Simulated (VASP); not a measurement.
# Hg (P6/mmm) in VASP: notebook

Aim: see how the results for Hg move with the level of theory and the settings. Levels: PBE+U, PBEsol, PBE. Tasks: single point, relaxation of the atoms.

All numbers are computed with VASP 6.6.1; they aren't measurements. Logs are shortened: lines on timing, memory, paths and dates and some standing lists are left out, and cuts for length are marked.

## 1. The cell of the first run

It takes space group P6/mmm (No. 191, hexagonal). The conventional cell has a = 4.540 Å, b = 4.540 Å, c = 3.870 Å, α = 90.00°, β = 90.00°, γ = 120.00°. Hg (site symmetry -6m2) has 9 Hg at 2.62 to 3.26 Å within 3.5 Å. Hg (site symmetry 6/mmm) has 14 Hg at 3.26 to 3.87 Å within 4.3 Å.

## 2. Single point, PBE+U

INCAR

```
SYSTEM = Hg
ALGO = Normal
EDIFF = 1E-6
ENCUT = 520
GGA = PE
ISIF = 2
ISMEAR = 0
LASPH = .True.
LCHARG = .False.
LDAU = .True.
LDAUJ = 0
LDAUL = 2
LDAUPRINT = 1
LDAUTYPE = 2
LDAUU = 7.6
LREAL = .False.
LWAVE = .False.
NBANDS = 25
NELM = 150
PREC = Accurate
SIGMA = 0.1
```

KPOINTS

```
k-points
0
Gamma
  6 6 6
  0 0 0
```

POSCAR

```
Hg
1.0
    4.5400020208      0.0000000000      0.0000000000
   -2.2700010104      3.9317570832      0.0000000000
    0.0000000000      0.0000000000      3.8700000000
Hg
3
Direct
    1.2483333333      1.2646666667      1.0740000000
    0.9150000000      0.5980000000      0.5740000000
    1.5816666667      0.9313333333      1.0740000000
```

Potentials or basis: VASP PAW PBE potentials, release 64 (Hg).

Command:

```bash
cat potpaw_PBE.64/Hg/POTCAR > POTCAR
mpirun -np 1 vasp_std > vasp.out
```

OUTCAR:

```text
SYSTEM = Hg
   EDIFF = 1E-6
   ENCUT = 520
   GGA = PE
   ISIF = 2
   ISMEAR = 0
   LASPH = .True.
   LREAL = .False.
   NELM = 150
   PREC = Accurate

 ion  position               nearest neighbor table
   1  0.248  0.265  0.074-   3 2.62   3 2.62   3 2.62   2 3.26   2 3.26   2 3.26   2 3.26   2 3.26
                             2 3.26
   2  0.915  0.598  0.574-   1 3.26   3 3.26   1 3.26   3 3.26   3 3.26   3 3.26   1 3.26   1 3.26
                             1 3.26   1 3.26   3 3.26   3 3.26
   3  0.582  0.931  0.074-   1 2.62   1 2.62   1 2.62   2 3.26   2 3.26   2 3.26   2 3.26   2 3.26
                             2 3.26

  LATTYP: Found a hexagonal cell.
 ALAT       =     4.5400020208
 C/A-ratio  =     0.8524225281

  Lattice vectors:

 A1 = (   4.5400020208,   0.0000000000,   0.0000000000)
 A2 = (  -2.2700010104,   3.9317570832,   0.0000000000)
 A3 = (   0.0000000000,   0.0000000000,   3.8700000000)

Analysis of symmetry for initial positions (statically):
=====================================================================
 Subroutine PRICEL returns:
 Original cell was already a primitive cell.

 Routine SETGRP: Setting up the symmetry group for a
 hexagonal supercell.

 Subroutine GETGRP returns: Found 24 space group operations
 (whereof  1 operations were pure point group operations)
 out of a pool of 24 trial point group operations.

The static configuration has the point symmetry C_1 .
 The point group associated with its full space group is D_6h.

Analysis of symmetry for dynamics (positions and initial velocities):
=====================================================================
 Subroutine PRICEL returns:
 Original cell was already a primitive cell.

 Routine SETGRP: Setting up the symmetry group for a
 hexagonal supercell.

 Subroutine GETGRP returns: Found 24 space group operations
 (whereof  1 operations were pure point group operations)
 out of a pool of 24 trial point group operations.

The dynamic configuration has the point symmetry C_1 .
 The point group associated with its full space group is D_6h.

 Subroutine INISYM returns: Found 24 space group operations
 (whereof  1 operations are pure point group operations),
 and found     1 'primitive' translations

----------------------------------------------------------------------------------------

                                     Primitive cell

  volume of cell :      69.0802

  direct lattice vectors                    reciprocal lattice vectors
     4.540002021  0.000000000  0.000000000     0.220264219  0.127169606  0.000000000
    -2.270001010  3.931757083  0.000000000     0.000000000  0.254339212  0.000000000
     0.000000000  0.000000000  3.870000000     0.000000000  0.000000000  0.258397933

  length of vectors
     4.540002021  4.540002021  3.870000000     0.254339212  0.254339212  0.258397933

  position of ions in fractional coordinates (direct lattice)
     0.248333333  0.264666667  0.074000000
     0.915000000  0.598000000  0.574000000
     0.581666667  0.931333333  0.074000000

  ion indices of the primitive-cell ions
   primitive index   ion index
                 1           1
                 2           2
                 3           3

----------------------------------------------------------------------------------------

 KPOINTS: k-points

Automatic generation of k-mesh.
 Grid dimensions read from file:
 generate k-points for:    6    6    6

 Generating k-lattice:

  Cartesian coordinates                     Fractional coordinates (reciprocal lattice)
     0.036710703  0.021194934  0.000000000     0.166666667  0.000000000  0.000000000
     0.000000000  0.042389869  0.000000000     0.000000000  0.166666667  0.000000000
     0.000000000  0.000000000  0.043066322     0.000000000  0.000000000  0.166666667

  Length of vectors
     0.042389869  0.042389869  0.043066322

  Shift w.r.t. Gamma in fractional coordinates (k-lattice)
     0.000000000  0.000000000  0.000000000

 Subroutine IBZKPT returns following result:
 ===========================================

 Found     28 irreducible k-points:

 Following reciprocal coordinates:
            Coordinates               Weight
  0.000000  0.000000  0.000000      1.000000
  0.166667  0.000000  0.000000      6.000000
  0.333333 -0.000000  0.000000      6.000000
  0.500000  0.000000  0.000000      3.000000
  0.166667  0.166667  0.000000      6.000000
  0.333333  0.166667  0.000000     12.000000
[... 16 lines left out ...]
  0.166667  0.000000  0.500000      6.000000
  0.333333 -0.000000  0.500000      6.000000
 [... further k-points ...]
   k-points           NKPTS =     28   k-points in BZ     NKDIM =     28   number of bands    NBANDS=     25
   number of dos      NEDOS =    301   number of ions     NIONS =      3
   total plane-waves  NPLWV =  38880
   dimension x,y,z NGX =    36 NGY =   36 NGZ =   30
   dimension x,y,z NGXF=    72 NGYF=   72 NGZF=   60
   ions per type =               3
   NGX,Y,Z   is equivalent  to a cutoff of  13.18, 13.18, 12.89 a.u.
   NGXF,Y,Z  is equivalent  to a cutoff of  26.36, 26.36, 25.77 a.u.
 SYSTEM =  Hg
   PREC   = accura    normal or accurate (medium, high low for compatibility)
   ISTART =      0    job   : 0-new  1-cont  2-samecut
   ICHARG =      2    charge: 1-file 2-atom 10-const
   ISPIN  =      1    spin polarized calculation?
   LNONCOLLINEAR =      F non collinear calculations
   LSORBIT =      F    spin-orbit coupling
   LASPH  =      T    aspherical Exc in radial PAW
   ENCUT  =  520.0 eV  38.22 Ry    6.18 a.u.   8.44  8.44  7.20*2*pi/ulx,y,z
   NELM   =    150;   NELMIN=  2; NELMDL= -5     # of ELM steps
   EDIFF  = 0.1E-05   stopping-criterion for ELM
   LREAL  =      F    real-space projection
   EDIFFG = 0.1E-04   stopping-criterion for IOM
   NSW    =      0    number of steps for IOM
   IBRION =     -1    ionic relax: 0-MD 1-quasi-New 2-CG
   NFREE  =      0    steps in history (QN), initial steepest desc. (CG)
   ISIF   =      2    stress and relaxation
   ISYM   =      2    0-nonsym 1-usesym 2-fastsym
   POTIM  = 0.5000    time-step for ionic-motion
   TEBEG  =    0.0;   TEEND  =   0.0 temperature during run
   PSTRESS=    0.0 pullay stress
   NELECT =      36.0000    total number of electrons
   NUPDOWN=      -1.0000    fix difference up-down
   EMIN   =  10.00;   EMAX   =-10.00  energy-range for DOS
   EFERMI =   0.00;   METHOD = LEGACY
   ISMEAR =     0;   SIGMA  =   0.10  broadening in eV -4-tet -1-fermi 0-gaus
   EFERMI_NEDOS =   21; number of points for ismear=-14 and -15
   IALGO  =     38    algorithm
   IMIX   =      4    mixing-type and parameters
     AMIX     =   0.40;   BMIX     =  1.00
     AMIX_MAG =   1.60;   BMIX_MAG =  1.00
  volume/ion in A,a.u.               =      23.03       155.39
  Fermi-wavevector in a.u.,A,eV,Ry     =   1.317421  2.489564 23.614230  1.735597
  Thomas-Fermi vector in A             =   2.447463
   LORBIT       =      0    0 simple, 1 ext, 2 COOP (PROOUT), +10 PAW based schemes
 LDA+U is selected, type is set to LDAUTYPE =  2
   angular momentum for each species LDAUL =     2
   U (eV)           for each species LDAUU =   7.6
   J (eV)           for each species LDAUJ =   0.0
   GGA     = PE    functional components
   LHFCALC =     F    Hartree Fock is set to
   AEXX    =    0.0000 exact exchange contribution
   IVDW    =     0    specifies the selected vdW correction
   LEPSILON=     F    determine dielectric tensor
   LRPA    =     F    only Hartree local field effects (RPA)
 non-spin polarized calculation
 Gauss-broadening in eV      SIGMA  =   0.10
  energy-cutoff  :      520.00
  volume of cell :       69.08
 maximum number of plane-waves:      1886
 NGX is ok and might be reduce to    36
   NGX = 17   NGY = 17   NGZ = 15

atom =   1  type =  1  l = 2

 onsite density matrix

spin component  1
[... 83 lines left out ...]
  o =  1.0029  v =  0.0000 -0.0000  1.0000  0.0000  0.0000  0.0000  0.0000  0.0000  0.0000  0.0000      0.0000  0.0000  0.0000  0.0000  0.0000  0.0000  0.0000  0.0000  0.0000  0.0000
  o =  1.0029  v =  0.0000  0.0000  0.0000  0.0000  0.0000  0.0000 -0.0000  1.0000  0.0000  0.0000      0.0000  0.0000  0.0000  0.0000  0.0000  0.0000  0.0000  0.0000  0.0000  0.0000
  o =  1.0039  v =  0.0000 -1.0000 -0.0000  0.0000  0.0000  0.0000  0.0000  0.0000  0.0000  0.0000      0.0000  0.0000  0.0000  0.0000  0.0000  0.0000  0.0000  0.0000  0.0000  0.0000
  o =  1.0039  v =  0.0000  0.0000  0.0000  0.0000  0.0000  0.0000 -1.0000 -0.0000  0.0000  0.0000      0.0000  0.0000  0.0000  0.0000  0.0000  0.0000  0.0000  0.0000  0.0000  0.0000
  o =  1.0039  v =  0.0000  0.0000 -0.0000  1.0000  0.0000  0.0000  0.0000  0.0000  0.0000  0.0000      0.0000  0.0000  0.0000  0.0000  0.0000  0.0000  0.0000  0.0000  0.0000  0.0000
  o =  1.0039  v =  0.0000  0.0000  0.0000  0.0000  0.0000  0.0000  0.0000 -0.0000  1.0000  0.0000      0.0000  0.0000  0.0000  0.0000  0.0000  0.0000  0.0000  0.0000  0.0000  0.0000
  o =  1.0124  v =  1.0000  0.0000  0.0000  0.0000  0.0000  0.0000  0.0000  0.0000  0.0000  0.0000      0.0000  0.0000  0.0000  0.0000  0.0000  0.0000  0.0000  0.0000  0.0000  0.0000
  o =  1.0124  v =  0.0000  0.0000  0.0000  0.0000  0.0000  1.0000  0.0000  0.0000  0.0000  0.0000      0.0000  0.0000  0.0000  0.0000  0.0000  0.0000  0.0000  0.0000  0.0000  0.0000
  o =  1.0124  v =  0.0000  0.0000  0.0000  0.0000  0.0000  0.0000  0.0000 -0.0000 -0.0000  1.0000      0.0000  0.0000  0.0000  0.0000  0.0000  0.0000  0.0000  0.0000  0.0000  0.0000
  o =  1.0124  v =  0.0000  0.0000 -0.0000 -0.0000  1.0000  0.0000  0.0000  0.0000  0.0000  0.0000      0.0000  0.0000  0.0000  0.0000  0.0000  0.0000  0.0000  0.0000  0.0000  0.0000

 number of electron      36.0000006 magnetization

 Free energy of the ion-electron system (eV)
  ---------------------------------------------------
  ext. energy  EPLUGINS =         0.00000000
  ---------------------------------------------------
  free energy    TOTEN  =         4.12922347 eV

  energy without entropy =        4.13538832  energy(sigma->0) =        4.13230590

 E-fermi :   2.9351     XC(G=0): -10.7861

 val. band max:        2.9103133832   @ k =   0.1667   0.1667   0.3333
 cond. band min:       2.9972950054   @ k =   0.3333   0.3333   0.5000
 fundamental gap:      0.0869816222
 Fermi energy:         2.9350925675

 k-point     1 :       0.0000    0.0000    0.0000
  band No.  band energies     occupation
      1      -9.1445      2.00000
      2      -8.5828      2.00000
      3      -8.5828      2.00000
      4      -8.3535      2.00000
      5      -8.3535      2.00000
      6      -7.9086      2.00000
[... 661 lines left out ...]
     24      12.8267      0.00000
     25      13.2575      0.00000

 [... further k-points ...]

------------------------ aborting loop because EDIFF is reached ----------------------------------------

  FORCE on cell =-STRESS in cart. coord.  units (eV):
  Direction    XX          YY          ZZ          XY          YZ          ZX
  --------------------------------------------------------------------------------------
  -------------------------------------------------------------------------------------
  Total        5.3926435      5.3926435      1.6989161      0.0000000      0.0000000     -0.0000000
  in kB      125.0715712    125.0715712     39.4029573      0.0000000      0.0000000     -0.0000000
  external PRESSURE =      96.5153666 kB  Pullay stress =       0.0000000 kB

 VOLUME and BASIS-vectors are now :
 -----------------------------------------------------------------------------
  energy-cutoff  :      520.00
  volume of cell :       69.08
      direct lattice vectors                 reciprocal lattice vectors
     4.540002021  0.000000000  0.000000000     0.220264219  0.127169606  0.000000000
    -2.270001010  3.931757083  0.000000000     0.000000000  0.254339212  0.000000000
     0.000000000  0.000000000  3.870000000     0.000000000  0.000000000  0.258397933

 POSITION                                       TOTAL-FORCE (eV/Angst)
 -----------------------------------------------------------------------------------
      0.52664      1.04061      0.28638         0.000000      0.000000      0.000000
      2.79664      2.35119      2.22138        -0.000000      0.000000      0.000000
      0.52664      3.66178      0.28638        -0.000000      0.000000      0.000000
 -----------------------------------------------------------------------------------
    total drift:                                0.000006     -0.000002      0.000009

  FREE ENERGIE OF THE ION-ELECTRON SYSTEM (eV)
  ---------------------------------------------------
  free  energy   TOTEN  =         4.1292234669 eV

  energy  without entropy=        4.1353883241  energy(sigma->0) =        4.13230590
```

It took 31 s on 1 thread of Intel Xeon Platinum 8488C (Sapphire Rapids), shared host; peak memory 0.2 GiB.

What came out:

```yaml
Free_energy: 4.1292 eV
Pressure: 9.7 GPa
Band_gap_on_the_k_mesh: zero (bands 18 and 19 overlap by 5.84 eV)
```

Stress tensor (GPa, compression positive):
```
12.51  0.00  0.00
 0.00 12.51  0.00
 0.00  0.00  3.94
```

Levels at points of the mesh, in eV from the Fermi level:
| k point | band 16 | band 17 | band 18 | band 19 | band 20 | band 21 |
| --- | --- | --- | --- | --- | --- | --- |
| (0.00, 0.00, 0.00) | -9.14 | 0.66 | 2.33 | 2.55 | 3.31 | 3.31 |
| (0.50, 0.00, 0.00) | -6.08 | -6.01 | -0.28 | 0.07 | 5.88 | 5.92 |
| (0.00, 0.00, 0.50) | -6.74 | -5.13 | 4.28 | 4.28 | 4.37 | 5.14 |
| (0.50, 0.00, 0.50) | -3.83 | -3.64 | -2.54 | -1.15 | 2.32 | 3.11 |

Eigenvalues of the final occupation matrices:
```tsv
site	spin	trace	eigenvalues
site 1 d	1	5.04	1.00 1.00 1.00 1.01 1.01
site 1 d	2	5.04	1.00 1.00 1.00 1.01 1.01
site 2 d	1	5.01	1.00 1.00 1.00 1.00 1.00
site 2 d	2	5.01	1.00 1.00 1.00 1.00 1.00
site 3 d	1	5.04	1.00 1.00 1.00 1.01 1.01
site 3 d	2	5.04	1.00 1.00 1.00 1.01 1.01
```

Caveat: the stress differs along the axes, from 4 to 13 GPa; spin-orbit coupling is left out, which moves the levels of the heavy elements; U without spin polarisation on a metal has little footing; the U is typed as a test and isn't derived for this compound.

## 3. Single point, PBEsol

INCAR

```
SYSTEM = Hg
PREC = Accurate ; ENCUT = 520
EDIFF = 1E-6 ; ISMEAR = -1
SIGMA = 0.029 ; LREAL = .False.
LASPH = .True. ; NELM = 60
ALGO = Fast ; ISIF = 2
LWAVE = .False. ; LCHARG = .False.
GGA = PS ; ISYM = 0
NBANDS = 25
```

KPOINTS

```
Automatic mesh
0
Gamma
  7 5 5
  0 0 0
```

POSCAR

```
Hg
1.0
    4.5400020208      0.0000000000      0.0000000000
   -2.2700010104      3.9317570832      0.0000000000
    0.0000000000      0.0000000000      3.8700000000
Hg
3
Direct
    0.3333333333      0.6666666667      0.5000000000
    0.0000000000      0.0000000000      0.0000000000
    0.6666666667      0.3333333333      0.5000000000
```

Potentials or basis: VASP PAW PBE potentials, release 64 (Hg).

Command:

```bash
cat potpaw_PBE.64/Hg/POTCAR > POTCAR
mpirun -np 1 vasp_std > vasp.out
```

Wall time 2.2 min (1 thread of Intel Xeon Platinum 8488C (Sapphire Rapids), shared host); peak memory 0.26 GiB.

The run converged. Its results:

- Free energy: -1.0119 eV
- Pressure: 9.1 GPa
- Largest force: 0.032 eV/Å
- Band gap on the k mesh: zero (bands 18 and 19 overlap by 4.62 eV)

Forces in eV/Å, atoms in the order of the input:
```
Hg  -0.028  0.016  0.000
Hg   0.000  0.000  0.000
Hg   0.028 -0.016  0.000
```

Stress tensor (GPa, compression positive):
```
13.03 -0.03  0.00
-0.03 13.04  0.00
 0.00  0.00  1.14
```

Levels at points of the mesh, in eV from the Fermi level:
```tsv
k point	band 16	band 17	band 18	band 19	band 20	band 21
(0.00, 0.00, 0.00)	-5.87	0.45	1.97	2.69	3.60	3.61
```

Caveat: the stress differs along the axes, from 1 to 13 GPa; the PAW data sets were made with another functional, which shifts forces and pressure a little; spin-orbit coupling is left out, which moves the levels of the heavy elements.

## 4. Relaxation of the atoms, PBE

INCAR

```
PREC = Accurate ; ENCUT = 520
EDIFF = 1E-6 ; ISMEAR = 0
SIGMA = 0.1 ; LREAL = False
LASPH = True ; NELM = 100
ALGO = Fast ; ISIF = 2
LWAVE = False ; LCHARG = False
GGA = PE ; IBRION = 2
NSW = 50 ; EDIFFG = -0.01
```

KPOINTS

```
regular mesh
0
Gamma
  3 3 2
```

POSCAR is that of step 3.

Command:

```bash
cat potpaw_PBE.64/Hg/POTCAR > POTCAR
mpirun -np 1 vasp_std > vasp.out
```

Wall time 9.7 s (1 thread of Intel Xeon Platinum 8488C (Sapphire Rapids), shared host); peak memory 0.18 GiB.

The run converged. Its results:

```
Free energy             : 0.6568 eV
Pressure after relaxing : 10.5 GPa
Band gap on the k mesh  : zero (bands 18 and 19 overlap by 6.14 eV)
```

Stress tensor (GPa, compression positive):
```
15.65  0.00  0.00
 0.00 15.65  0.00
 0.00  0.00  0.05
```

Final structure:
```yaml
crystal:
  lattice:
    - [4.54000, 0.00000, 0.00000]
    - [-2.27000, 3.93176, 0.00000]
    - [0.00000, 0.00000, 3.87000]
  atoms:
    - { symbol: Hg, position: [0.33333, 0.66667, 0.50000] }
    - { symbol: Hg, position: [0.00000, 0.00000, 0.00000] }
    - { symbol: Hg, position: [0.66667, 0.33333, 0.50000] }
```

Levels at points of the mesh, in eV from the Fermi level:
```
           k point  band 15  band 16  band 17  band 18  band 19  band 20  band 21  band 22
(0.00, 0.00, 0.00)    -6.15    -6.15     0.25     1.86     2.62     3.52     3.52     3.72
(0.00, 0.00, 0.50)    -6.30    -6.18    -5.38     4.22     4.22     4.23     4.79     5.14
```

Caveat: the k points lie up to 0.81 Å⁻¹ apart, too coarse for converged energies and pressures of a metal; spin-orbit coupling is left out, which moves the levels of the heavy elements.

(Part 1 of 2 ends here.)

The gap in the log of VASP goes by the Fermi energy; the results here count the filled bands.